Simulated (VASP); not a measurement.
Wanted: the native input for a VASP 6.6.1 run.

```yaml
Task: relaxation of cell and atoms
Functional: revPBE
Dispersion: D3(BJ)
Potentials_or_basis: VASP PAW PBE potentials, release 64 (Pb_d, S)
Cutoff: 600 eV
k_mesh: 8 × 8 × 7
Occupations: fermi-dirac, width 0.05 eV
Spin: no spin polarisation
Dipole_correction: no
Further_INCAR_settings: ALGO = Normal; EDIFF = 1e-06; IBRION = 2; EDIFFG = -0.01; NSW = 60; ISIF = 3
```

The structure of PbS lies in POSCAR:

```
PbS
1.0
    4.0896976867      0.0000000000      0.0000000000
   -2.0448488433      3.5417820905      0.0000000000
    0.0000000000      0.0000000000      3.7881670000
Pb S
1 1
Direct
    0.0000000000      0.0000000000      0.0000000000
    0.6666666667      0.3333333333      0.5000000000
```

These files were run (other wordings do the same):

INCAR

```
  ALGO = Normal
  EDIFF = 1E-6
  EDIFFG = -0.01
  ENCUT = 600
  GGA = RE
  IBRION = 2
  ISIF = 3
  ISMEAR = -1
  IVDW = 12
  LASPH = True
  LCHARG = False
  LREAL = False
  LWAVE = False
  NELM = 100
  NSW = 60
  PREC = Accurate
  SIGMA = 0.05
```

KPOINTS

```
k-points
0
Gamma
  8 8 7
```

Potentials or basis: VASP PAW PBE potentials, release 64 (Pb_d, S).

Launch:

```sh
$ cat potpaw_PBE.64/Pb_d/POTCAR potpaw_PBE.64/S/POTCAR > POTCAR
$ mpirun -np 1 vasp_std > vasp.out
```

Results of the run:

```json
{
  "Relaxed volume": "25.97 Å³/atom",
  "Relaxed cell": "a = 3.987 Å, b = 3.987 Å, c = 3.772 Å, α = 90.00°, β = 90.00°, γ = 120.00°",
  "Space group after relaxing (to 0.1 Å)": "P-6m2 (No. 187)",
  "Energy gained by relaxing": "11.4 meV/atom",
  "Ionic steps": "6",
  "Pressure after relaxing": "0.0 GPa",
  "Dispersion energy per atom": "-0.654 eV"
}
```

Caveat: the PAW data sets were made with another functional, which shifts forces and pressure a little.

Run time: 52 s on 1 thread of Intel(R) Xeon(R) 6975P-C (Granite Rapids), with other jobs on the host, peak memory 0.23 GiB.
